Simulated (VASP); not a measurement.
**W: single point with PBEsol**

Crystal: W.

```
W
1.0
     0.00000    2.27871    1.61105
     2.27871    0.00000    1.61105
     2.27871    2.27871    0.00000
W
1
Direct
  0.00000 0.00000 0.00000
```

This cell differs from its parent crystal: ratio of the length along z to the lengths across it x 0.707, volume and fractional coordinates fixed.

* Program: VASP 6.6.1
* Task: single point
* Functional: PBEsol
* Potentials or basis: VASP PAW PBE potentials, release 64 (W_sv)
* Cutoff: 520 eV
* k mesh: 22 × 22 × 22
* Occupations: gaussian, width 0.15 eV
* Spin: no spin polarisation

The pressure is -17.7 GPa and the band gap on the k mesh is zero (band 7 reaches 15.30 eV, above the bottom of band 8 at 9.36 eV).

Levels at points of the mesh, in eV from the Fermi level:
| k point | band 4 | band 5 | band 6 | band 7 | band 8 | band 9 | band 10 | band 11 |
| --- | --- | --- | --- | --- | --- | --- | --- | --- |
| (0.00, 0.00, 0.00) | -37.84 | -9.34 | -1.14 | -1.14 | -1.14 | 2.12 | 2.12 | 14.43 |
| (0.50, 0.00, 0.00) | -37.85 | -5.93 | -3.31 | 0.54 | 1.99 | 2.90 | 5.71 | 10.22 |
| (0.50, 0.50, 0.00) | -38.61 | -5.42 | -5.42 | 4.81 | 4.81 | 4.81 | 7.84 | 7.84 |
| (0.50, 0.00, 0.50) | -37.85 | -5.93 | -3.31 | 0.54 | 1.98 | 2.90 | 5.70 | 10.22 |

Run time: 88 s on 1 thread of AMD EPYC 9R45 96-Core Processor (Zen 5) (shared host), peak memory 0.25 GiB.

Caveat: the PAW data sets were made with another functional, which shifts forces and pressure a little; spin-orbit coupling is left out, which moves the levels of the heavy elements.
